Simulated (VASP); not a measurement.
# CdF2 (Fm-3m) in VASP: a series of runs

Runs on CdF2. Level: LDA. Tasks: electric field gradients.

Everything below comes from runs of VASP 6.6.1. Logs are shortened: lines on timing, memory, paths and dates and some standing lists are left out, and cuts for length are marked.

### Step 1. The cell of the first run

The structure is cubic, space group Fm-3m (No. 225). The conventional cell has a = 3.970 Å, b = 3.970 Å, c = 3.970 Å, α = 90.00°, β = 90.00°, γ = 90.00°. Within 2.3 Å of Cd (site symmetry m-3m) lie 8 F at 1.72 Å. F (site symmetry -43m) has 4 Cd at 1.72 Å and 6 F at 1.98 Å within 2.3 Å.

### Step 2. Electric field gradients, LDA (5.21 Å³/atom)

Input file INCAR:

```
  PREC = Accurate
  ENCUT = 520
  EDIFF = 1E-8
  ISMEAR = -1
  SIGMA = 0.03
  LREAL = F
  LASPH = T
  NELM = 120
  ALGO = Normal
  ISIF = 2
  LWAVE = F
  LCHARG = F
  LEFG = T
  NBANDS = 24
  GGA_COMPAT = F
```

Input file KPOINTS:

```
regular mesh
0
Gamma
  9 9 9
```

Input file POSCAR:

```
CdF2
1.0
    0.0000000000      1.9849561715      1.9849561715
    1.9849561715      0.0000000000      1.9849561715
    1.9849561715      1.9849561715      0.0000000000
Cd F
1 2
Direct
    0.0000000000      0.0000000000      0.0000000000
    0.2500000000      0.2500000000      0.2500000000
    0.7500000000      0.7500000000      0.7500000000
```

Potentials or basis: VASP PAW LDA potentials, release 64 (Cd_sv_GW, F).

Launch:

```console
$ cat potpaw_LDA.64/Cd_sv_GW/POTCAR potpaw_LDA.64/F/POTCAR > POTCAR
$ mpirun -np 1 vasp_std > vasp.out
```

OUTCAR:

```text
PREC = Accurate
   ENCUT = 520
   EDIFF = 1E-8
   ISMEAR = -1
   LREAL = F
   LASPH = T
   NELM = 120
   ISIF = 2

 ion  position               nearest neighbor table
   1  0.000  0.000  0.000-   3 1.72   3 1.72   3 1.72   2 1.72   3 1.72   2 1.72   2 1.72   2 1.72

   2  0.250  0.250  0.250-   1 1.72   1 1.72   1 1.72   1 1.72
   3  0.750  0.750  0.750-   1 1.72   1 1.72   1 1.72   1 1.72

  LATTYP: Found a face centered cubic cell.
 ALAT       =     3.9699123430

  Lattice vectors:

 A1 = (   0.0000000000,   1.9849561715,   1.9849561715)
 A2 = (   1.9849561715,   0.0000000000,   1.9849561715)
 A3 = (   1.9849561715,   1.9849561715,   0.0000000000)

Analysis of symmetry for initial positions (statically):
=====================================================================
 Subroutine PRICEL returns:
 Original cell was already a primitive cell.

 Routine SETGRP: Setting up the symmetry group for a
 face centered cubic supercell.

 Subroutine GETGRP returns: Found 48 space group operations
 (whereof 48 operations were pure point group operations)
 out of a pool of 48 trial point group operations.

The static configuration has the point symmetry O_h .

Analysis of symmetry for dynamics (positions and initial velocities):
=====================================================================
 Subroutine PRICEL returns:
 Original cell was already a primitive cell.

 Routine SETGRP: Setting up the symmetry group for a
 face centered cubic supercell.

 Subroutine GETGRP returns: Found 48 space group operations
 (whereof 48 operations were pure point group operations)
 out of a pool of 48 trial point group operations.

The dynamic configuration has the point symmetry O_h .

 Subroutine INISYM returns: Found 48 space group operations
 (whereof 48 operations are pure point group operations),
 and found     1 'primitive' translations

----------------------------------------------------------------------------------------

                                     Primitive cell

  volume of cell :      15.6417

  direct lattice vectors                    reciprocal lattice vectors
[... 129 lines left out ...]
 Free energy of the ion-electron system (eV)
  ---------------------------------------------------
  ext. energy  EPLUGINS =         0.00000000
  ---------------------------------------------------
  free energy    TOTEN  =        12.79137448 eV

  energy without entropy =       12.79137448  energy(sigma->0) =       12.79137448

 E-fermi :  19.1605     XC(G=0): -17.2972

 val. band max:       18.3662425513   @ k =   0.0000   0.0000   0.0000
 cond. band min:      23.0942097763   @ k =   0.0000   0.0000   0.0000
 fundamental gap:      4.7279672250
 Fermi energy:        19.1605303324

 k-point     1 :       0.0000    0.0000    0.0000
  band No.  band energies     occupation
      1     -83.2549      2.00000
      2     -44.9955      2.00000
      3     -44.9955      2.00000
      4     -44.9955      2.00000
      5     -15.4516      2.00000
      6      -8.2314      2.00000
[... 637 lines left out ...]
     23      37.5568      0.00000
     24      46.0592      0.00000

 [... further k-points ...]

------------------------ aborting loop because EDIFF is reached ----------------------------------------

  FORCE on cell =-STRESS in cart. coord.  units (eV):
  Direction    XX          YY          ZZ          XY          YZ          ZX
  --------------------------------------------------------------------------------------
  -------------------------------------------------------------------------------------
  Total       82.7170512     82.7170512     82.7170512      0.0000000      0.0000000      0.0000000
  in kB     8472.7202074   8472.7202074   8472.7202074      0.0000000      0.0000000      0.0000000
  external PRESSURE =    8472.7202074 kB  Pullay stress =       0.0000000 kB

 VOLUME and BASIS-vectors are now :
 -----------------------------------------------------------------------------
  energy-cutoff  :      520.00
  volume of cell :       15.64
      direct lattice vectors                 reciprocal lattice vectors
     0.000000000  1.984956171  1.984956171    -0.251894731  0.251894731  0.251894731
     1.984956171  0.000000000  1.984956171     0.251894731 -0.251894731  0.251894731
     1.984956171  1.984956171  0.000000000     0.251894731  0.251894731 -0.251894731

 POSITION                                       TOTAL-FORCE (eV/Angst)
 -----------------------------------------------------------------------------------
      0.00000      0.00000      0.00000         0.000000      0.000000     -0.000000
      0.99248      0.99248      0.99248        -0.000000     -0.000000     -0.000000
      2.97743      2.97743      2.97743         0.000000      0.000000      0.000000
 -----------------------------------------------------------------------------------
    total drift:                               -0.000000      0.000000      0.000000

  FREE ENERGIE OF THE ION-ELECTRON SYSTEM (eV)
  ---------------------------------------------------
  free  energy   TOTEN  =        12.7913744756 eV

  energy  without entropy=       12.7913744756  energy(sigma->0) =       12.79137448

 Electric field gradients (V/A^2)
---------------------------------------------------------------------
 ion       V_xx      V_yy      V_zz      V_xy      V_xz      V_yz
---------------------------------------------------------------------
   1       0.000    -0.000     0.000    -0.001    -0.001    -0.001
   2      -0.000    -0.000    -0.000     0.002     0.002     0.002
   3      -0.000    -0.000    -0.000     0.002     0.002     0.002
---------------------------------------------------------------------

 Electric field gradients after diagonalization (V/A^2)
 (convention: |V_zz| > |V_xx| > |V_yy|)
----------------------------------------------------------------------
 ion       V_xx      V_yy      V_zz     asymmetry (V_yy - V_xx)/ V_zz
----------------------------------------------------------------------
   1       0.001     0.001    -0.002       0.000
   2      -0.002    -0.002     0.003       0.000
   3      -0.002    -0.002     0.003       0.000
----------------------------------------------------------------------

           NMR quadrupolar parameters

 Cq : quadrupolar parameter    Cq=e*Q*V_zz/h
 eta: asymmetry parameters     (V_yy - V_xx)/ V_zz
 Q  : nuclear electric quadrupole moment in mb (millibarn)
----------------------------------------------------------------------
 ion       Cq(MHz)       eta       Q (mb)
----------------------------------------------------------------------
   1      -0.000       0.000       1.000
   2       0.000       0.000       1.000
   3       0.000       0.000       1.000
----------------------------------------------------------------------
```

OSZICAR:

```text
N       E                     dE             d eps       ncg     rms          rms(c)
DAV:   1     0.489799796915E+03    0.48980E+03   -0.21705E+04  2232   0.248E+03
DAV:   2     0.354053317764E+02   -0.45439E+03   -0.42912E+03  1872   0.728E+02
DAV:   3     0.973855657562E+01   -0.25667E+02   -0.25562E+02  2608   0.181E+02
DAV:   4     0.942275376730E+01   -0.31580E+00   -0.31573E+00  2016   0.175E+01
DAV:   5     0.940934822579E+01   -0.13406E-01   -0.13405E-01  2512   0.373E+00    0.841E+01
DAV:   6     0.126254673637E+02    0.32161E+01   -0.50777E+00  2552   0.341E+01    0.588E+01
DAV:   7     0.126916817996E+02    0.66214E-01   -0.18298E+00  2272   0.181E+01    0.138E+01
DAV:   8     0.127912544885E+02    0.99573E-01   -0.32494E-01  2384   0.809E+00    0.167E+00
DAV:   9     0.127913844646E+02    0.12998E-03   -0.10234E-02  2592   0.265E+00    0.152E-01
DAV:  10     0.127913713533E+02   -0.13111E-04   -0.23834E-04  2480   0.192E-01    0.424E-02
DAV:  11     0.127913684630E+02   -0.28903E-05   -0.46132E-05  2800   0.229E-01    0.128E-01
DAV:  12     0.127913746000E+02    0.61369E-05   -0.17753E-05  2712   0.136E-01    0.141E-03
DAV:  13     0.127913744808E+02   -0.11912E-06   -0.86182E-07  1936   0.839E-03    0.555E-04
DAV:  14     0.127913744756E+02   -0.52478E-08   -0.11137E-08  1496   0.214E-03
   1 F= 0.12791374E+02 E0= 0.12791374E+02  d E =-.216058E-13
```

Wall time 7 s (1 thread of Intel Xeon 6975P-C (Granite Rapids), shared host); peak memory 0.15 GiB.

The run converged, but its numbers aren't listed here, since they failed a check.

Caveat: the cell stands under pressure.

### Step 3. Electric field gradients, LDA (9.12 Å³/atom)

This run uses another cell than the first one, of 9.12 Å³/atom.

Input file INCAR:

```
SYSTEM = CdF2
PREC = Accurate ; ENCUT = 520
EDIFF = 1E-8 ; ISMEAR = -1
SIGMA = 0.03 ; LREAL = .False.
LASPH = .True. ; NELM = 120
ALGO = Normal ; ISIF = 2
LWAVE = .False. ; LCHARG = .False.
LEFG = .True. ; NBANDS = 24
GGA_COMPAT = .False.
```

Input file KPOINTS:

```
regular mesh
0
Gamma
  9 9 9
  0 0 0
```

Input file POSCAR:

```
CdF2
1.0
    0.0000000000      2.3920133807      2.3920133807
    2.3920133807      0.0000000000      2.3920133807
    2.3920133807      2.3920133807      0.0000000000
Cd F
1 2
Direct
    0.0000000000      0.0000000000      0.0000000000
    0.2500000000      0.2500000000      0.2500000000
    0.7500000000      0.7500000000      0.7500000000
```

Potentials or basis: VASP PAW LDA potentials, release 64 (Cd_sv_GW, F).

Launch:

```console
$ cat potpaw_LDA.64/Cd_sv_GW/POTCAR potpaw_LDA.64/F/POTCAR > POTCAR
$ mpirun -np 1 vasp_std > vasp.out
```

OUTCAR:

```text
SYSTEM = CdF2
   PREC = Accurate
   ENCUT = 520
   EDIFF = 1E-8
   ISMEAR = -1
   LREAL = .False.
   LASPH = .True.
   NELM = 120
   ISIF = 2

 ion  position               nearest neighbor table
   1  0.000  0.000  0.000-   3 2.07   3 2.07   3 2.07   2 2.07   3 2.07   2 2.07   2 2.07   2 2.07

   2  0.250  0.250  0.250-   1 2.07   1 2.07   1 2.07   1 2.07
   3  0.750  0.750  0.750-   1 2.07   1 2.07   1 2.07   1 2.07

  LATTYP: Found a face centered cubic cell.
 ALAT       =     4.7840267614

  Lattice vectors:

 A1 = (   0.0000000000,   2.3920133807,   2.3920133807)
 A2 = (   2.3920133807,   0.0000000000,   2.3920133807)
 A3 = (   2.3920133807,   2.3920133807,   0.0000000000)

Analysis of symmetry for initial positions (statically):
=====================================================================
 Subroutine PRICEL returns:
[... 846 lines left out ...]
     2.392013381  0.000000000  2.392013381     0.209028931 -0.209028931  0.209028931
     2.392013381  2.392013381  0.000000000     0.209028931  0.209028931 -0.209028931

 POSITION                                       TOTAL-FORCE (eV/Angst)
 -----------------------------------------------------------------------------------
      0.00000      0.00000      0.00000        -0.000000      0.000000      0.000000
      1.19601      1.19601      1.19601         0.000000      0.000000      0.000000
      3.58802      3.58802      3.58802        -0.000000     -0.000000     -0.000000
 -----------------------------------------------------------------------------------
    total drift:                               -0.000000     -0.000000      0.000000

  FREE ENERGIE OF THE ION-ELECTRON SYSTEM (eV)
  ---------------------------------------------------
  free  energy   TOTEN  =       -10.9157887966 eV

  energy  without entropy=      -10.9157887966  energy(sigma->0) =      -10.91578880

 Electric field gradients (V/A^2)
---------------------------------------------------------------------
 ion       V_xx      V_yy      V_zz      V_xy      V_xz      V_yz
---------------------------------------------------------------------
   1      -0.000     0.000    -0.000    -0.003    -0.003    -0.003
   2      -0.000    -0.000     0.000    -0.002    -0.002    -0.002
   3      -0.000    -0.000     0.000    -0.002    -0.002    -0.002
---------------------------------------------------------------------

 Electric field gradients after diagonalization (V/A^2)
 (convention: |V_zz| > |V_xx| > |V_yy|)
----------------------------------------------------------------------
 ion       V_xx      V_yy      V_zz     asymmetry (V_yy - V_xx)/ V_zz
----------------------------------------------------------------------
   1       0.003     0.003    -0.007       0.000
   2       0.002     0.002    -0.004       0.000
   3       0.002     0.002    -0.004       0.000
----------------------------------------------------------------------

           NMR quadrupolar parameters

 Cq : quadrupolar parameter    Cq=e*Q*V_zz/h
 eta: asymmetry parameters     (V_yy - V_xx)/ V_zz
 Q  : nuclear electric quadrupole moment in mb (millibarn)
----------------------------------------------------------------------
 ion       Cq(MHz)       eta       Q (mb)
----------------------------------------------------------------------
   1      -0.000       0.000       1.000
   2      -0.000       0.000       1.000
   3      -0.000       0.000       1.000
----------------------------------------------------------------------
```

OSZICAR:

```text
N       E                     dE             d eps       ncg     rms          rms(c)
DAV:   1     0.560873977984E+03    0.56087E+03   -0.20194E+04  1888   0.215E+03
DAV:   2     0.304548770465E+02   -0.53042E+03   -0.48439E+03  1704   0.680E+02
DAV:   3    -0.113638737550E+02   -0.41819E+02   -0.41471E+02  2560   0.212E+02
DAV:   4    -0.123503578916E+02   -0.98648E+00   -0.98638E+00  1936   0.318E+01
DAV:   5    -0.123851374834E+02   -0.34780E-01   -0.34779E-01  2568   0.624E+00    0.260E+01
DAV:   6    -0.109408026774E+02    0.14443E+01   -0.30285E+00  2504   0.336E+01    0.200E+01
DAV:   7    -0.109264870039E+02    0.14316E-01   -0.31574E-01  2392   0.692E+00    0.111E+01
DAV:   8    -0.109177179354E+02    0.87691E-02   -0.37281E-02  2576   0.401E+00    0.124E+00
DAV:   9    -0.109158829894E+02    0.18349E-02   -0.95035E-03  2688   0.346E+00    0.375E-01
DAV:  10    -0.109157812422E+02    0.10175E-03   -0.73784E-04  2592   0.681E-01    0.275E-02
DAV:  11    -0.109157901002E+02   -0.88580E-05   -0.54221E-05  2608   0.134E-01    0.104E-02
DAV:  12    -0.109157886887E+02    0.14115E-05   -0.72640E-06  2664   0.746E-02    0.239E-03
DAV:  13    -0.109157888280E+02   -0.13929E-06   -0.41958E-07  2400   0.974E-03    0.654E-03
DAV:  14    -0.109157887933E+02    0.34681E-07   -0.13322E-07  2648   0.972E-03    0.571E-04
DAV:  15    -0.109157887966E+02   -0.32924E-08   -0.66079E-09  1320   0.210E-03
   1 F= -.10915789E+02 E0= -.10915789E+02  d E =-.399970E-11
```

stdout:

```text
POSCAR found type information on POSCAR CdF
 POSCAR found :  2 types and       3 ions
 scaLAPACK will be used
 LDA part: xc-table for (Slater(with rela. corr.)+CA(PZ))
 , standard interpolation
 POSCAR, INCAR and KPOINTS ok, starting setup
 FFT: planning ... GRIDC
 FFT: planning ... GRID_SOFT
 FFT: planning ... GRID
 WAVECAR not read
 entering main loop
ion   1

ion   2

ion   3
```

Wall time 23 s (1 thread of Intel Xeon Platinum 8488C (Sapphire Rapids), shared host); peak memory 0.16 GiB.

Results:

```
Free energy                             : -10.9158 eV
Pressure                                : 79.6 GPa
Band gap on the k mesh                  : 4.01 eV
Largest electric field gradient by atom : under 0.05 V/Å² on every atom
```

Caveat: the cell stands under pressure.

(Part 1 of 2 ends here.)
